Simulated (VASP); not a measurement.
# K2LiBr3 (R-3m) in VASP: a series of runs, part 2 of 2

VASP 6.6.1.

**4. Relaxation of cell and atoms, PBEsol**

This run uses another cell than the first one, of 32.44 Å³/atom.

INCAR

```
PREC     = Accurate       # precision mode
ENCUT    = 750            # plane-wave cutoff, eV
EDIFF    = 1E-7           # SCF threshold, eV
ISMEAR   = -1             # smearing method
SIGMA    = 0.03           # smearing width, eV
LREAL    = F              # projectors in reciprocal space
LASPH    = T              # aspherical terms in the spheres
NELM     = 120            # most SCF steps
ALGO     = Normal         # electronic algorithm
ISIF     = 3              # what is computed and relaxed
LWAVE    = F              # write WAVECAR
LCHARG   = F              # write CHGCAR
GGA      = PS             # functional
IBRION   = 2              # ionic algorithm
NSW      = 100            # ionic steps
EDIFFG   = -0.01          # ionic threshold
GGA_COMPAT= F            
NELMIN   = 4
```

KPOINTS

```
Automatic mesh
0
Gamma
  4 4 4
```

POSCAR

```
K2LiBr3
1.0
    3.3632440300      1.9417698500      4.9680623900
   -3.3632440300      1.9417698500      4.9680623900
    0.0000000000     -3.8835396900      4.9680623900
K Li Br
2 1 3
Direct
    0.1253110000      0.1253110000      0.1253110000
    0.8746890000      0.8746890000      0.8746890000
    0.5000000000      0.5000000000      0.5000000000
    0.5000000000      0.5000000000      0.0000000000
    0.5000000000      0.0000000000      0.5000000000
    0.0000000000      0.5000000000      0.5000000000
```

Potentials or basis: VASP PAW PBE potentials, release 64 (K_sv, Li_sv, Br).

Command:

```bash
cat potpaw_PBE.64/K_sv/POTCAR potpaw_PBE.64/Li_sv/POTCAR potpaw_PBE.64/Br/POTCAR > POTCAR
mpirun -np 1 vasp_std > vasp.out
```

OUTCAR:

```text
PREC = Accurate
   ENCUT = 750
   EDIFF = 1E-7
   ISMEAR = -1
   LREAL = F
   LASPH = T
   NELM = 120
   ISIF = 3
   GGA = PS
   IBRION = 2
   NSW = 100
   EDIFFG = -0.01
   NELMIN = 4

 ion  position               nearest neighbor table
   1  0.125  0.125  0.125-   2 3.74
   2  0.875  0.875  0.875-   1 3.74
   3  0.500  0.500  0.500-
   4  0.500  0.500  0.000-
   5  0.500  0.000  0.500-
   6  0.000  0.500  0.500-

  LATTYP: Found a trigonal (rhomboedric) cell.
 ALAT       =     6.3058325752
 COS(alpha) =     0.4310660055

  Lattice vectors:

 A1 = (   3.3632440300,   1.9417698500,   4.9680623900)
 A2 = (  -3.3632440300,   1.9417698500,   4.9680623900)
 A3 = (   0.0000000000,  -3.8835396900,   4.9680623900)

Analysis of symmetry for initial positions (statically):
=====================================================================
 Subroutine PRICEL returns:
 Original cell was already a primitive cell.

 Routine SETGRP: Setting up the symmetry group for a
 trigonal (rhombohedral) supercell.

 Subroutine GETGRP returns: Found 12 space group operations
 (whereof 12 operations were pure point group operations)
 out of a pool of 12 trial point group operations.

The static configuration has the point symmetry D_3d.

Analysis of symmetry for dynamics (positions and initial velocities):
=====================================================================
 Subroutine PRICEL returns:
 Original cell was already a primitive cell.

 Routine SETGRP: Setting up the symmetry group for a
 trigonal (rhombohedral) supercell.

 Subroutine GETGRP returns: Found 12 space group operations
 (whereof 12 operations were pure point group operations)
 out of a pool of 12 trial point group operations.

The dynamic configuration has the point symmetry D_3d.

 Subroutine INISYM returns: Found 12 space group operations
 (whereof 12 operations are pure point group operations),
[... 111 lines left out ...]
     AMIX     =   0.40;   BMIX     =  1.00
     AMIX_MAG =   1.60;   BMIX_MAG =  1.00
  volume/ion in A,a.u.               =      32.44       218.95
  Fermi-wavevector in a.u.,A,eV,Ry     =   0.981883  1.855490 13.117301  0.964094
  Thomas-Fermi vector in A             =   2.112924
   LORBIT       =      0    0 simple, 1 ext, 2 COOP (PROOUT), +10 PAW based schemes
   GGA     = PS    functional components
   LHFCALC =     F    Hartree Fock is set to
   AEXX    =    0.0000 exact exchange contribution
   IVDW    =     0    specifies the selected vdW correction
   LEPSILON=     F    determine dielectric tensor
   LRPA    =     F    only Hartree local field effects (RPA)
 conjugate gradient relaxation of ions
 non-spin polarized calculation
  energy-cutoff  :      750.00
  volume of cell :      194.67
 maximum number of plane-waves:      9104
   NGX = 29   NGY = 29   NGZ = 29

--------------------------------------- Ionic step        1  -------------------------------------------

 number of electron      41.9999998 magnetization

 Free energy of the ion-electron system (eV)
  ---------------------------------------------------
  ext. energy  EPLUGINS =         0.00000000
  ---------------------------------------------------
  free energy    TOTEN  =       -16.51085153 eV

  energy without entropy =      -16.51084394  energy(sigma->0) =      -16.51084773

------------------------ aborting loop because EDIFF is reached ----------------------------------------

  FORCE on cell =-STRESS in cart. coord.  units (eV):
  Direction    XX          YY          ZZ          XY          YZ          ZX
  --------------------------------------------------------------------------------------
  -------------------------------------------------------------------------------------
  Total        4.5410408      4.5410408    -11.5953997      0.0000000     -0.0000000     -0.0000000
  in kB       37.3741702     37.3741702    -95.4337265      0.0000000     -0.0000001     -0.0000000
  external PRESSURE =      -6.8951287 kB  Pullay stress =       0.0000000 kB
[... 101 lines left out ...]
  FREE ENERGIE OF THE ION-ELECTRON SYSTEM (eV)
  ---------------------------------------------------
  free  energy   TOTEN  =       -18.3322059051 eV

  energy  without entropy=      -18.3322059051  energy(sigma->0) =      -18.33220591

[... ionic steps 4 to 11 ...]

--------------------------------------- Ionic step       12  -------------------------------------------

 number of electron      42.0000001 magnetization

------------------------ aborting loop because EDIFF is reached ----------------------------------------
[... 75 lines left out ...]
--------------------------------------- Ionic step       14  -------------------------------------------

 number of electron      42.0000000 magnetization

 Free energy of the ion-electron system (eV)
  ---------------------------------------------------
  ext. energy  EPLUGINS =         0.00000000
  ---------------------------------------------------
  free energy    TOTEN  =       -18.64398720 eV

  energy without entropy =      -18.64398720  energy(sigma->0) =      -18.64398720

 E-fermi :   0.1789     XC(G=0):  -7.8559

 val. band max:       -0.5556146481   @ k =   0.5000   0.5000   0.0000
 cond. band min:       2.7069736860   @ k =   0.0000   0.0000   0.0000
 fundamental gap:      3.2625883341
 Fermi energy:         0.1788918135

 k-point     1 :       0.0000    0.0000    0.0000
  band No.  band energies     occupation
      1     -44.7387      2.00000
      2     -29.4787      2.00000
      3     -29.4108      2.00000
      4     -13.9679      2.00000
      5     -13.5096      2.00000
      6     -13.5096      2.00000
[... 386 lines left out ...]
  FREE ENERGIE OF THE ION-ELECTRON SYSTEM (eV)
  ---------------------------------------------------
  free  energy   TOTEN  =       -18.6439872031 eV

  energy  without entropy=      -18.6439872030  energy(sigma->0) =      -18.64398720

 reached required accuracy - stopping structural energy minimisation
```

It took 37 min on 1 thread of Intel Xeon 8259CL, shared host; peak memory 0.53 GiB.

Results:

- Free energy: -18.6440 eV
- Relaxed volume: 30.49 Å³/atom
- Relaxed cell: a = 5.733 Å, b = 5.733 Å, c = 5.733 Å, α = 81.64°, β = 81.64°, γ = 81.64°
- Space group after relaxing (to 0.1 Å): R-3m (No. 166)
- Energy gained by relaxing: 355.5 meV/atom
- Ionic steps: 14
- Pressure after relaxing: 0.0 GPa
- Largest force after relaxing: 0.007 eV/Å
- Band gap on the k mesh: 3.26 eV (least direct gap 3.27 eV)

Forces on the atoms (eV/Å):
```
K    0.000  0.000 -0.007
K    0.000  0.000  0.007
Li   0.000  0.000  0.000
Br   0.000  0.000  0.000
Br   0.000  0.000  0.000
Br   0.000  0.000  0.000
```

The path:
| step | energy change (eV) | largest force (eV/Å) | pressure (GPa) | volume (Å³) |
| --- | --- | --- | --- | --- |
| 1 | 0.0000 | 0.0471 | -0.69 | 194.67 |
| 2 | -1.1801 | 0.3694 | -1.17 | 189.64 |
| 3 | -1.8214 | 0.5995 | -1.01 | 183.19 |
| 4 | -1.3668 | 2.1823 | 2.87 | 164.32 |
| 5 | -1.9848 | 0.7794 | -0.51 | 178.21 |
| 6 | -1.9922 | 0.8340 | -0.34 | 177.01 |
| 7 | -2.0649 | 0.5169 | 0.09 | 174.70 |
| 8 | -2.0980 | 0.0516 | 0.95 | 171.28 |
| 9 | -2.0990 | 0.1212 | 0.81 | 171.77 |
| 10 | -2.1229 | 0.0869 | 0.33 | 177.03 |
| 11 | -2.1312 | 0.0685 | -0.12 | 183.21 |
| 12 | -2.1312 | 0.0691 | -0.10 | 182.92 |
| 13 | -2.1328 | 0.0236 | -0.02 | 182.94 |
| 14 | -2.1331 | 0.0071 | 0.03 | 182.96 |

Final structure:
```xyz
6
Lattice="3.7475 2.1636 3.7607 -3.7475 2.1636 3.7607 0.0000 -4.3273 3.7607" Properties=species:S:1:pos:R:3 pbc="T T T"
K     0.0000    0.0000    1.6139
K     0.0000    0.0000    9.6683
Li    0.0000    0.0000    5.6411
Br    0.0000    2.1636    3.7607
Br    1.8738   -1.0818    3.7607
Br   -1.8738   -1.0818    3.7607
```

Caveat: the PAW data sets were made with another functional, which shifts forces and pressure a little.

**5. The runs side by side**

```tsv
task	level	cell	cutoff (eV)	gap on the mesh (eV)	pressure (GPa)	largest force (eV/Å)
single point	PBEsol	a = 5.732 Å, angles 81.8°, 6 atoms, atomic positions A	750	3.28	0.1	0.02
single point	r2SCAN+rVV10	a = 5.719 Å, angles 81.8°, 6 atoms, atomic positions B	830	3.94	0.0	0.01
relaxation of cell and atoms	PBEsol	relaxed from a = 6.306 Å, angles 64.5°, 6 atoms, atomic positions C	750	3.26	0.0	0.01
```

Alike in all rows: potentials or basis VASP PAW PBE potentials, release 64 (K_sv, Li_sv, Br); no spin polarisation; k mesh 4 × 4 × 4; smearing fermi-dirac 0.03 eV.

Caveats: the PAW data sets were made with another functional, which shifts forces and pressure a little.

Total energies depend on the potentials used, so only differences within one code and one set of settings carry meaning.
